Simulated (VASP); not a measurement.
# Mg (P6_3/mmc) in VASP: notebook

The runs below take Mg through single point, with PBE.

Everything below comes from runs of VASP 6.6.1. Logs are shortened: lines on timing, memory, paths and dates and some standing lists are left out, and cuts for length are marked.

## (1) The cell of the first run

Symmetry: P6_3/mmc, No. 194, hexagonal system. Conventional cell: a = 3.076 Å, b = 3.076 Å, c = 4.924 Å, α = 90.00°, β = 90.00°, γ = 120.00°. Within 4.0 Å of Mg (site symmetry -6m2) lie 12 Mg at 3.04 to 3.08 Å.

## (2) Single point, PBE (20.17 Å³/atom)

The input, INCAR:

```
ALGO = Normal ; EDIFF = 1E-6
ENCUT = 520 ; GGA = PE
ISIF = 2 ; ISMEAR = 0
LASPH = T ; LCHARG = T
LELF = T ; LREAL = F
LVHAR = T ; LWAVE = F
NBANDS = 9 ; NELM = 100
PREC = Accurate ; SIGMA = 0.1
```

The input, KPOINTS:

```
k-points
0
Gamma
  15 15 8
```

The input, POSCAR:

```
Mg
1.0
    3.0761525552      0.0000000000      0.0000000000
   -1.5380762776      2.6640262587      0.0000000000
    0.0000000000      0.0000000000      4.9235978318
Mg
2
Direct
    0.3333333333      0.6666666667      0.2500000000
    0.6666666667      0.3333333333      0.7500000000
```

Potentials or basis: VASP PAW PBE potentials, release 64 (Mg).

Run with:

```sh
> cat potpaw_PBE.64/Mg/POTCAR > POTCAR
> mpirun -np 1 vasp_std > vasp.out
```

OUTCAR:

```text
EDIFF = 1E-6
   ENCUT = 520
   GGA = PE
   ISIF = 2
   ISMEAR = 0
   LASPH = T
   LREAL = F
   NELM = 100
   PREC = Accurate

 ion  position               nearest neighbor table
   1  0.333  0.667  0.250-   2 3.04   2 3.04   2 3.04   2 3.04   2 3.04   2 3.04
   2  0.667  0.333  0.750-   1 3.04   1 3.04   1 3.04   1 3.04   1 3.04   1 3.04

  LATTYP: Found a hexagonal cell.
 ALAT       =     3.0761525552
 C/A-ratio  =     1.6005701094

  Lattice vectors:

 A1 = (   3.0761525552,   0.0000000000,   0.0000000000)
 A2 = (  -1.5380762776,   2.6640262587,   0.0000000000)
 A3 = (   0.0000000000,   0.0000000000,   4.9235978318)

Analysis of symmetry for initial positions (statically):
=====================================================================
 Subroutine PRICEL returns:
 Original cell was already a primitive cell.

 Routine SETGRP: Setting up the symmetry group for a
 hexagonal supercell.

 Subroutine GETGRP returns: Found 24 space group operations
 (whereof 12 operations were pure point group operations)
 out of a pool of 24 trial point group operations.

The static configuration has the point symmetry D_3d.
 The point group associated with its full space group is D_6h.

Analysis of symmetry for dynamics (positions and initial velocities):
=====================================================================
 Subroutine PRICEL returns:
 Original cell was already a primitive cell.

 Routine SETGRP: Setting up the symmetry group for a
 hexagonal supercell.

 Subroutine GETGRP returns: Found 24 space group operations
 (whereof 12 operations were pure point group operations)
 out of a pool of 24 trial point group operations.

The dynamic configuration has the point symmetry D_3d.
 The point group associated with its full space group is D_6h.

 Subroutine INISYM returns: Found 24 space group operations
 (whereof 12 operations are pure point group operations),
 and found     1 'primitive' translations

----------------------------------------------------------------------------------------

                                     Primitive cell

  volume of cell :      40.3486

  direct lattice vectors                    reciprocal lattice vectors
     3.076152555  0.000000000  0.000000000     0.325081407  0.187685838  0.000000000
    -1.538076278  2.664026259  0.000000000     0.000000000  0.375371675  0.000000000
     0.000000000  0.000000000  4.923597832     0.000000000  0.000000000  0.203103510

  length of vectors
     3.076152555  3.076152555  4.923597832     0.375371675  0.375371675  0.203103510

  position of ions in fractional coordinates (direct lattice)
     0.333333333  0.666666667  0.250000000
     0.666666667  0.333333333  0.750000000

  ion indices of the primitive-cell ions
   primitive index   ion index
                 1           1
                 2           2

----------------------------------------------------------------------------------------

 KPOINTS: k-points

Automatic generation of k-mesh.
 Grid dimensions read from file:
 generate k-points for:   15   15    8

 Generating k-lattice:

  Cartesian coordinates                     Fractional coordinates (reciprocal lattice)
     0.021672094  0.012512389  0.000000000     0.066666667  0.000000000  0.000000000
     0.000000000  0.025024778  0.000000000     0.000000000  0.066666667  0.000000000
     0.000000000  0.000000000  0.025387939     0.000000000  0.000000000  0.125000000

  Length of vectors
     0.025024778  0.025024778  0.025387939

  Shift w.r.t. Gamma in fractional coordinates (k-lattice)
     0.000000000  0.000000000  0.000000000

 Subroutine IBZKPT returns following result:
 ===========================================

 Found    135 irreducible k-points:

 Following reciprocal coordinates:
            Coordinates               Weight
  0.000000  0.000000  0.000000      1.000000
  0.066667  0.000000  0.000000      6.000000
  0.133333  0.000000  0.000000      6.000000
  0.200000  0.000000  0.000000      6.000000
  0.266667  0.000000  0.000000      6.000000
  0.333333  0.000000  0.000000      6.000000
[... 16 lines left out ...]
  0.333333  0.200000  0.000000     12.000000
  0.400000  0.200000  0.000000      6.000000
 [... further k-points ...]
   k-points           NKPTS =    135   k-points in BZ     NKDIM =    135   number of bands    NBANDS=      9
   number of dos      NEDOS =    301   number of ions     NIONS =      2
   total plane-waves  NPLWV =  23040
   dimension x,y,z NGX =    24 NGY =   24 NGZ =   40
   dimension x,y,z NGXF=    48 NGYF=   48 NGZF=   80
   ions per type =               2
   NGX,Y,Z   is equivalent  to a cutoff of  12.97, 12.97, 13.51 a.u.
   NGXF,Y,Z  is equivalent  to a cutoff of  25.94, 25.94, 27.01 a.u.
 SYSTEM =  unknown system
   PREC   = accura    normal or accurate (medium, high low for compatibility)
   ISTART =      0    job   : 0-new  1-cont  2-samecut
   ICHARG =      2    charge: 1-file 2-atom 10-const
   ISPIN  =      1    spin polarized calculation?
   LNONCOLLINEAR =      F non collinear calculations
   LSORBIT =      F    spin-orbit coupling
   LASPH  =      T    aspherical Exc in radial PAW
   ENCUT  =  520.0 eV  38.22 Ry    6.18 a.u.   5.72  5.72  9.15*2*pi/ulx,y,z
   NELM   =    100;   NELMIN=  2; NELMDL= -5     # of ELM steps
   EDIFF  = 0.1E-05   stopping-criterion for ELM
   LREAL  =      F    real-space projection
   EDIFFG = 0.1E-04   stopping-criterion for IOM
   NSW    =      0    number of steps for IOM
   IBRION =     -1    ionic relax: 0-MD 1-quasi-New 2-CG
   NFREE  =      0    steps in history (QN), initial steepest desc. (CG)
   ISIF   =      2    stress and relaxation
   ISYM   =      2    0-nonsym 1-usesym 2-fastsym
   POTIM  = 0.5000    time-step for ionic-motion
   TEBEG  =    0.0;   TEEND  =   0.0 temperature during run
   PSTRESS=    0.0 pullay stress
   NELECT =       4.0000    total number of electrons
   NUPDOWN=      -1.0000    fix difference up-down
   EMIN   =  10.00;   EMAX   =-10.00  energy-range for DOS
   EFERMI =   0.00;   METHOD = LEGACY
   ISMEAR =     0;   SIGMA  =   0.10  broadening in eV -4-tet -1-fermi 0-gaus
   EFERMI_NEDOS =   21; number of points for ismear=-14 and -15
   IALGO  =     38    algorithm
   IMIX   =      4    mixing-type and parameters
     AMIX     =   0.40;   BMIX     =  1.00
     AMIX_MAG =   1.60;   BMIX_MAG =  1.00
  volume/ion in A,a.u.               =      20.17       136.14
  Fermi-wavevector in a.u.,A,eV,Ry     =   0.757679  1.431805  7.810796  0.574077
  Thomas-Fermi vector in A             =   1.856079
   LORBIT       =      0    0 simple, 1 ext, 2 COOP (PROOUT), +10 PAW based schemes
   GGA     = PE    functional components
   LHFCALC =     F    Hartree Fock is set to
   AEXX    =    0.0000 exact exchange contribution
   IVDW    =     0    specifies the selected vdW correction
   LEPSILON=     F    determine dielectric tensor
   LRPA    =     F    only Hartree local field effects (RPA)
 non-spin polarized calculation
 Gauss-broadening in eV      SIGMA  =   0.10
  energy-cutoff  :      520.00
  volume of cell :       40.35
 maximum number of plane-waves:      1098
 NGX is ok and might be reduce to    24
   NGX = 11   NGY = 11   NGZ = 19

 number of electron       4.0000000 magnetization

 Free energy of the ion-electron system (eV)
  ---------------------------------------------------
  ext. energy  EPLUGINS =         0.00000000
  ---------------------------------------------------
  free energy    TOTEN  =        -2.92663815 eV

  energy without entropy =       -2.92255700  energy(sigma->0) =       -2.92459758

 E-fermi :   3.3405     XC(G=0):  -8.8999

 val. band max:        3.3282841532   @ k =   0.3333   0.1333   0.0000
 cond. band min:       3.3746002757   @ k =   0.2000   0.0667   0.0000
 fundamental gap:      0.0463161225
 Fermi energy:         3.3404644455

 k-point     1 :       0.0000    0.0000    0.0000
  band No.  band energies     occupation
      1      -4.1623      2.00000
      2       1.5301      2.00000
      3       2.2482      2.00000
      4      14.8902      0.00000
      5      14.8902      0.00000
      6      15.2459      0.00000
      7      15.2459      0.00000
      8      16.0110      0.00000
      9      17.8479      0.00000

 k-point     2 :       0.0667    0.0000    0.0000
  band No.  band energies     occupation
      1      -4.0677      2.00000
      2       1.6149      2.00000
      3       2.3387      2.00000
      4      13.1064      0.00000
      5      13.9916      0.00000
      6      14.8250      0.00000
      7      16.2590      0.00000
      8      16.9330      0.00000
      9      18.0661      0.00000

 k-point     3 :       0.1333    0.0000    0.0000
  band No.  band energies     occupation
      1      -3.7847      2.00000
      2       1.8696      2.00000
      3       2.6070      2.00000
      4      10.9365      0.00000
      5      13.0808      0.00000
      6      13.7615      0.00000
      7      15.9689      0.00000
      8      16.9770      0.00000
      9      17.3759      0.00000

 k-point     4 :       0.2000    0.0000    0.0000
  band No.  band energies     occupation
      1      -3.3151      2.00000
      2       2.2947      2.00000
      3       3.0416      1.99998
      4       8.8621      0.00000
      5      12.3175      0.00000
      6      12.6450      0.00000
      7      13.8804      0.00000
      8      15.7839      0.00000
      9      17.0107      0.00000
[... 205 lines left out ...]
 k-point    22 :       0.2667    0.2000    0.0000
  band No.  band energies     occupation
      1      -0.7342      2.00000
      2       4.2535      0.00000
      3       4.6846      0.00000
      4       5.3034      0.00000
      5       6.8372      0.00000
      6       9.8216      0.00000
      7      11.2171      0.00000
      8      11.2772      0.00000
      9      12.9536      0.00000

 k-point    23 :       0.3333    0.2000    0.0000
  band No.  band energies     occupation
      1       0.3452      2.00000
      2       2.9489      2.00000
      3       5.2873      0.00000
      4       5.7109      0.00000
      5       7.2086      0.00000
      6       8.2978      0.00000
      7      10.0629      0.00000
      8      10.9291      0.00000
      9      12.6424      0.00000

 k-point    24 :       0.4000    0.2000    0.0000
  band No.  band energies     occupation
      1       1.5214      2.00000
      2       1.6446      2.00000
      3       5.2867      0.00000
      4       6.7939      0.00000
      5       7.0447      0.00000
      6       7.6171      0.00000
      7       9.4119      0.00000
      8      10.8369      0.00000
      9      12.5460      0.00000

 [... further k-points ...]
[... 5 lines left out ...]
  --------------------------------------------------------------------------------------
  -------------------------------------------------------------------------------------
  Total        1.4684360      1.4684360      1.4866366      0.0000000      0.0000000      0.0000000
  in kB       58.3091427     58.3091427     59.0318608      0.0000000      0.0000000      0.0000000
  external PRESSURE =      58.5500487 kB  Pullay stress =       0.0000000 kB

 VOLUME and BASIS-vectors are now :
 -----------------------------------------------------------------------------
  energy-cutoff  :      520.00
  volume of cell :       40.35
      direct lattice vectors                 reciprocal lattice vectors
     3.076152555  0.000000000  0.000000000     0.325081407  0.187685838  0.000000000
    -1.538076278  2.664026259  0.000000000     0.000000000  0.375371675  0.000000000
     0.000000000  0.000000000  4.923597832     0.000000000  0.000000000  0.203103510

 POSITION                                       TOTAL-FORCE (eV/Angst)
 -----------------------------------------------------------------------------------
     -0.00000      1.77602      1.23090         0.000000      0.000000      0.000000
      1.53808      0.88801      3.69270        -0.000000     -0.000000      0.000000
 -----------------------------------------------------------------------------------
    total drift:                               -0.000000      0.000000     -0.000000

  FREE ENERGIE OF THE ION-ELECTRON SYSTEM (eV)
  ---------------------------------------------------
  free  energy   TOTEN  =        -2.9266381532 eV

  energy  without entropy=       -2.9225569974  energy(sigma->0) =       -2.92459758
```

Wall time 18 s (1 thread of Intel Xeon 6975P-C (Granite Rapids), shared host); peak memory 0.18 GiB.

Results:

| Property | Result |
| --- | --- |
| Free energy | -2.9266 eV |
| Pressure | 5.9 GPa |
| Band gap on the k mesh | zero (bands 2 and 3 overlap by 2.01 eV) |

Levels at points of the mesh, in eV from the Fermi level:
| k point | band 1 | band 2 | band 3 | band 4 | band 5 |
| --- | --- | --- | --- | --- | --- |
| (0.00, 0.00, 0.00) | -7.50 | -1.81 | -1.09 | 11.55 | 11.55 |
| (0.00, 0.00, 0.50) | -5.96 | -5.96 | 5.67 | 5.67 | 12.33 |

Caveat: the cell stands under pressure.

## (3) Single point, PBE (20.86 Å³/atom)

This run uses another cell than the first one, of 20.86 Å³/atom.

The input, INCAR:

```
PREC = Accurate
ENCUT = 520
EDIFF = 1E-6
ISMEAR = 0
SIGMA = 0.1
LREAL = F
LASPH = T
NELM = 80
ALGO = Normal
ISIF = 2
LWAVE = F
LCHARG = T
GGA = PE
LELF = T
LVHAR = T
NBANDS = 9
```

The input, KPOINTS:

```
regular mesh
0
Gamma
  15 15 8
```

The input, POSCAR:

```
Mg
1.0
    3.1107189603      0.0000000000      0.0000000000
   -1.5553594802      2.6939616436      0.0000000000
    0.0000000000      0.0000000000      4.9789237865
Mg
2
Direct
    0.3333333333      0.6666666667      0.2500000000
    0.6666666667      0.3333333333      0.7500000000
```

Potentials or basis: VASP PAW PBE potentials, release 64 (Mg).

Run with:

```sh
> cat potpaw_PBE.64/Mg/POTCAR > POTCAR
> mpirun -np 1 vasp_std > vasp.out
```

Run time: 12 s. Hardware: 1 thread of Intel Xeon 6975P-C (Granite Rapids), shared host; peak memory 0.18 GiB.

Results (log left out):

```yaml
Free_energy: -2.9688 eV
Pressure: 4.0 GPa
Band_gap_on_the_k_mesh: zero (bands 2 and 3 overlap by 2.00 eV)
```

Levels at points of the mesh, in eV from the Fermi level:
```
           k point  band 1  band 2  band 3  band 4  band 5
(0.00, 0.00, 0.00)   -7.35   -1.76   -1.10   11.35   11.35
(0.00, 0.00, 0.50)   -5.84   -5.84    5.56    5.56   12.12
```

Caveat: the cell stands under pressure.

The gap in the log of VASP goes by the Fermi energy; the results here count the filled bands.